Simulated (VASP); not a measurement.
# Na (I-43d) in VASP: single point with PBE

Aim: the single point of Na with PBE.

Everything below comes from runs of VASP 6.6.1. Logs are shortened: lines on timing, memory, paths and dates and some standing lists are left out, and cuts for length are marked.

**1. The cell of the first run**

The structure is cubic, space group I-43d (No. 220). The conventional cell has a = 8.398 Å, b = 8.398 Å, c = 8.398 Å, α = 90.00°, β = 90.00°, γ = 90.00°. Within 4.8 Å of Na (site symmetry 3) lie 14 Na at 3.64 to 4.21 Å.

**2. Single point, PBE**

The input, INCAR:

```
SYSTEM = Na
PREC     = Accurate       ! precision mode
ENCUT    = 520            ! plane-wave cutoff, eV
EDIFF    = 1E-6           ! SCF threshold, eV
ISMEAR   = 0              ! smearing method
SIGMA    = 0.1            ! smearing width, eV
LREAL    = .FALSE.        ! projectors in reciprocal space
LASPH    = .TRUE.         ! aspherical terms in the spheres
NELM     = 100            ! most SCF steps
ALGO     = Normal         ! electronic algorithm
ISIF     = 2              ! what is computed and relaxed
LWAVE    = .FALSE.        ! write WAVECAR
LCHARG   = .FALSE.        ! write CHGCAR
GGA      = PE             ! functional
NBANDS   = 38             ! bands
```

The input, KPOINTS:

```
Automatic mesh
0
G
  6 6 6
  0 0 0
```

The input, POSCAR:

```
Na
1.0
   -4.1989368843      4.1989368843      4.1989368843
    4.1989368843     -4.1989368843      4.1989368843
    4.1989368843      4.1989368843     -4.1989368843
Na
8
Direct
    0.5000000000      0.0000000000      0.4991852553
    0.4991852553      0.5000000000      0.0000000000
    0.0000000000      0.9991852553      0.5000000000
    0.9991852553      0.5000000000      0.0000000000
    0.0000000000      0.4991852553      0.5000000000
    0.5000000000      0.0000000000      0.9991852553
    0.5008147447      0.5008147447      0.5008147447
    0.0008147447      0.0008147447      0.0008147447
```

Potentials or basis: VASP PAW PBE potentials, release 64 (Na_pv).

Launch:

```console
> cat potpaw_PBE.64/Na_pv/POTCAR > POTCAR
> mpirun -np 1 vasp_std > vasp.out
```

OUTCAR:

```text
SYSTEM = Na
   PREC = Accurate
   ENCUT = 520
   EDIFF = 1E-6
   ISMEAR = 0
   LREAL = .FALSE.
   LASPH = .TRUE.
   NELM = 100
   ISIF = 2
   GGA = PE

 ion  position               nearest neighbor table
   1  0.500  0.000  0.499-
   2  0.499  0.500  0.000-
   3  0.000  0.999  0.500-
   4  0.999  0.500  0.000-
   5  0.000  0.499  0.500-
   6  0.500  0.000  0.999-
   7  0.501  0.501  0.501-
   8  0.001  0.001  0.001-

  LATTYP: Found a body centered cubic cell.
 ALAT       =     8.3978737686

  Lattice vectors:

 A1 = (  -4.1989368843,   4.1989368843,   4.1989368843)
 A2 = (   4.1989368843,  -4.1989368843,   4.1989368843)
 A3 = (   4.1989368843,   4.1989368843,  -4.1989368843)

Analysis of symmetry for initial positions (statically):
=====================================================================
 Subroutine PRICEL returns:
 Original cell was already a primitive cell.

 Routine SETGRP: Setting up the symmetry group for a
 body centered cubic supercell.

 Subroutine GETGRP returns: Found 24 space group operations
 (whereof  3 operations were pure point group operations)
 out of a pool of 48 trial point group operations.

The static configuration has the point symmetry C_3 .
 The point group associated with its full space group is T_d .

Analysis of symmetry for dynamics (positions and initial velocities):
=====================================================================
 Subroutine PRICEL returns:
 Original cell was already a primitive cell.

 Routine SETGRP: Setting up the symmetry group for a
 body centered cubic supercell.

 Subroutine GETGRP returns: Found 24 space group operations
 (whereof  3 operations were pure point group operations)
 out of a pool of 48 trial point group operations.

The dynamic configuration has the point symmetry C_3 .
 The point group associated with its full space group is T_d .

 Subroutine INISYM returns: Found 24 space group operations
 (whereof  3 operations are pure point group operations),
 and found     1 'primitive' translations

----------------------------------------------------------------------------------------

                                     Primitive cell

  volume of cell :     296.1270

  direct lattice vectors                    reciprocal lattice vectors
    -4.198936884  4.198936884  4.198936884     0.000000000  0.119077760  0.119077760
     4.198936884 -4.198936884  4.198936884     0.119077760  0.000000000  0.119077760
     4.198936884  4.198936884 -4.198936884     0.119077760  0.119077760  0.000000000

  length of vectors
     7.272772021  7.272772021  7.272772021     0.168401384  0.168401384  0.168401384

  position of ions in fractional coordinates (direct lattice)
     0.500000000  0.000000000  0.499185255
     0.499185255  0.500000000  0.000000000
     0.000000000  0.999185255  0.500000000
     0.999185255  0.500000000  0.000000000
     0.000000000  0.499185255  0.500000000
     0.500000000  0.000000000  0.999185255
     0.500814745  0.500814745  0.500814745
     0.000814745  0.000814745  0.000814745

  ion indices of the primitive-cell ions
   primitive index   ion index
                 1           1
                 2           2
                 3           3
                 4           4
                 5           5
                 6           6
                 7           7
                 8           8

----------------------------------------------------------------------------------------

 KPOINTS: Automatic mesh

Automatic generation of k-mesh.
 Grid dimensions read from file:
 generate k-points for:    6    6    6

 Generating k-lattice:

  Cartesian coordinates                     Fractional coordinates (reciprocal lattice)
     0.000000000  0.019846293  0.019846293     0.166666667  0.000000000  0.000000000
     0.019846293  0.000000000  0.019846293     0.000000000  0.166666667  0.000000000
     0.019846293  0.019846293  0.000000000     0.000000000  0.000000000  0.166666667

  Length of vectors
     0.028066897  0.028066897  0.028066897

  Shift w.r.t. Gamma in fractional coordinates (k-lattice)
     0.000000000  0.000000000  0.000000000

 Subroutine IBZKPT returns following result:
 ===========================================

 Found     16 irreducible k-points:

 Following reciprocal coordinates:
            Coordinates               Weight
  0.000000  0.000000  0.000000      1.000000
  0.166667  0.000000  0.000000     12.000000
  0.333333  0.000000  0.000000     12.000000
  0.500000  0.000000  0.000000      6.000000
  0.166667  0.166667  0.000000     24.000000
  0.333333  0.166667  0.000000     48.000000
[... 8 lines left out ...]
  0.500000  0.500000  0.333333     12.000000
  0.500000  0.500000  0.500000      1.000000
   k-points           NKPTS =     16   k-points in BZ     NKDIM =     16   number of bands    NBANDS=     38
   number of dos      NEDOS =    301   number of ions     NIONS =      8
   total plane-waves  NPLWV = 157464
   dimension x,y,z NGX =    54 NGY =   54 NGZ =   54
   dimension x,y,z NGXF=   108 NGYF=  108 NGZF=  108
   ions per type =               8
   NGX,Y,Z   is equivalent  to a cutoff of  12.34, 12.34, 12.34 a.u.
   NGXF,Y,Z  is equivalent  to a cutoff of  24.69, 24.69, 24.69 a.u.
 SYSTEM =  Na
   PREC   = accura    normal or accurate (medium, high low for compatibility)
   ISTART =      0    job   : 0-new  1-cont  2-samecut
   ICHARG =      2    charge: 1-file 2-atom 10-const
   ISPIN  =      1    spin polarized calculation?
   LNONCOLLINEAR =      F non collinear calculations
   LSORBIT =      F    spin-orbit coupling
   LASPH  =      T    aspherical Exc in radial PAW
   ENCUT  =  520.0 eV  38.22 Ry    6.18 a.u.  13.52 13.52 13.52*2*pi/ulx,y,z
   NELM   =    100;   NELMIN=  2; NELMDL= -5     # of ELM steps
   EDIFF  = 0.1E-05   stopping-criterion for ELM
   LREAL  =      F    real-space projection
   EDIFFG = 0.1E-04   stopping-criterion for IOM
   NSW    =      0    number of steps for IOM
   IBRION =     -1    ionic relax: 0-MD 1-quasi-New 2-CG
   NFREE  =      0    steps in history (QN), initial steepest desc. (CG)
   ISIF   =      2    stress and relaxation
   ISYM   =      2    0-nonsym 1-usesym 2-fastsym
   POTIM  = 0.5000    time-step for ionic-motion
   TEBEG  =    0.0;   TEEND  =   0.0 temperature during run
   PSTRESS=    0.0 pullay stress
   NELECT =      56.0000    total number of electrons
   NUPDOWN=      -1.0000    fix difference up-down
   EMIN   =  10.00;   EMAX   =-10.00  energy-range for DOS
   EFERMI =   0.00;   METHOD = LEGACY
   ISMEAR =     0;   SIGMA  =   0.10  broadening in eV -4-tet -1-fermi 0-gaus
   EFERMI_NEDOS =   21; number of points for ismear=-14 and -15
   IALGO  =     38    algorithm
   IMIX   =      4    mixing-type and parameters
     AMIX     =   0.40;   BMIX     =  1.00
     AMIX_MAG =   1.60;   BMIX_MAG =  1.00
  volume/ion in A,a.u.               =      37.02       249.80
  Fermi-wavevector in a.u.,A,eV,Ry     =   0.939676  1.775730 12.013823  0.882991
  Thomas-Fermi vector in A             =   2.067012
   LORBIT       =      0    0 simple, 1 ext, 2 COOP (PROOUT), +10 PAW based schemes
   GGA     = PE    functional components
   LHFCALC =     F    Hartree Fock is set to
   AEXX    =    0.0000 exact exchange contribution
   IVDW    =     0    specifies the selected vdW correction
   LEPSILON=     F    determine dielectric tensor
   LRPA    =     F    only Hartree local field effects (RPA)
 non-spin polarized calculation
 Gauss-broadening in eV      SIGMA  =   0.10
  energy-cutoff  :      520.00
  volume of cell :      296.13
 maximum number of plane-waves:      8000
   NGX = 27   NGY = 27   NGZ = 27

 number of electron      55.9999896 magnetization

 Free energy of the ion-electron system (eV)
  ---------------------------------------------------
  ext. energy  EPLUGINS =         0.00000000
  ---------------------------------------------------
  free energy    TOTEN  =       -10.48137071 eV

  energy without entropy =      -10.45163890  energy(sigma->0) =      -10.46650480

 E-fermi :   0.2966     XC(G=0):  -6.5061

 val. band max:        0.2616759430   @ k =  -0.3333   0.5000   0.1667
 cond. band min:       0.3736136567   @ k =   0.3333   0.0000   0.0000
 fundamental gap:      0.1119377136
 Fermi energy:         0.2965896860

 k-point     1 :       0.0000    0.0000    0.0000
  band No.  band energies     occupation
      1     -24.6029      2.00000
      2     -24.6029      2.00000
      3     -24.6029      2.00000
      4     -24.6029      2.00000
      5     -24.6029      2.00000
      6     -24.6029      2.00000
[... 30 lines left out ...]
     37       1.5529      0.00000
     38       4.8550      0.00000

 k-point     2 :       0.1667    0.0000    0.0000
  band No.  band energies     occupation
      1     -24.6022      2.00000
      2     -24.6016      2.00000
      3     -24.6016      2.00000
      4     -24.6015      2.00000
      5     -24.6015      2.00000
      6     -24.6005      2.00000
[... 30 lines left out ...]
     37       2.8211      0.00000
     38       3.8160      0.00000

 k-point     3 :       0.3333    0.0000    0.0000
  band No.  band energies     occupation
      1     -24.6005      2.00000
      2     -24.5984      2.00000
      3     -24.5984      2.00000
      4     -24.5983      2.00000
      5     -24.5983      2.00000
      6     -24.5955      2.00000
[... 30 lines left out ...]
     37       3.1405      0.00000
[... 453 lines left out ...]
 k-point    15 :       0.5000    0.5000    0.3333
  band No.  band energies     occupation
      1     -24.5910      2.00000
      2     -24.5910      2.00000
      3     -24.5907      2.00000
      4     -24.5907      2.00000
      5     -24.5897      2.00000
      6     -24.5897      2.00000
[... 30 lines left out ...]
     37       5.3761      0.00000
     38       5.3804      0.00000

 k-point    16 :       0.5000    0.5000    0.5000
  band No.  band energies     occupation
      1     -24.5856      2.00000
      2     -24.5856      2.00000
      3     -24.5856      2.00000
      4     -24.5856      2.00000
      5     -24.5856      2.00000
      6     -24.5856      2.00000
[... 30 lines left out ...]
     37       4.7044      0.00000
     38       4.7044      0.00000

------------------------ aborting loop because EDIFF is reached ----------------------------------------

  FORCE on cell =-STRESS in cart. coord.  units (eV):
  Direction    XX          YY          ZZ          XY          YZ          ZX
  --------------------------------------------------------------------------------------
  -------------------------------------------------------------------------------------
  Total       -0.0138213     -0.0138213     -0.0138213     -0.0000000     -0.0000000      0.0000000
  in kB       -0.0747795     -0.0747795     -0.0747795     -0.0000000     -0.0000000      0.0000000
  external PRESSURE =      -0.0747795 kB  Pullay stress =       0.0000000 kB

 VOLUME and BASIS-vectors are now :
 -----------------------------------------------------------------------------
  energy-cutoff  :      520.00
  volume of cell :      296.13
      direct lattice vectors                 reciprocal lattice vectors
    -4.198936884  4.198936884  4.198936884     0.000000000  0.119077760  0.119077760
     4.198936884 -4.198936884  4.198936884     0.119077760  0.000000000  0.119077760
     4.198936884  4.198936884 -4.198936884     0.119077760  0.119077760  0.000000000

 POSITION                                       TOTAL-FORCE (eV/Angst)
 -----------------------------------------------------------------------------------
     -0.00342      4.19552      0.00342        -0.000089     -0.000089      0.000089
      0.00342     -0.00342      4.19552         0.000089     -0.000089     -0.000089
      6.29498     -2.09605      2.09605        -0.000089      0.000089     -0.000089
     -2.09605      2.09605      6.29498         0.000089     -0.000089     -0.000089
      4.19552      0.00342     -0.00342        -0.000089      0.000089     -0.000089
      2.09605      6.29498     -2.09605        -0.000089     -0.000089      0.000089
      2.10289      2.10289      2.10289         0.000089      0.000089      0.000089
      0.00342      0.00342      0.00342         0.000089      0.000089      0.000089
 -----------------------------------------------------------------------------------
    total drift:                                0.000000      0.000000      0.000000

  FREE ENERGIE OF THE ION-ELECTRON SYSTEM (eV)
  ---------------------------------------------------
  free  energy   TOTEN  =       -10.4813707052 eV

  energy  without entropy=      -10.4516389042  energy(sigma->0) =      -10.46650480
```

Wall time 2.5 min (1 thread of AMD EPYC 9R45 (Zen 5), shared host); peak memory 0.4 GiB.

What came out:

```yaml
Free_energy: -10.4814 eV
Pressure: 0.0 GPa
Band_gap_on_the_k_mesh: zero (band 28 reaches 1.09 eV, above the bottom of band 29 at -0.79 eV)
```
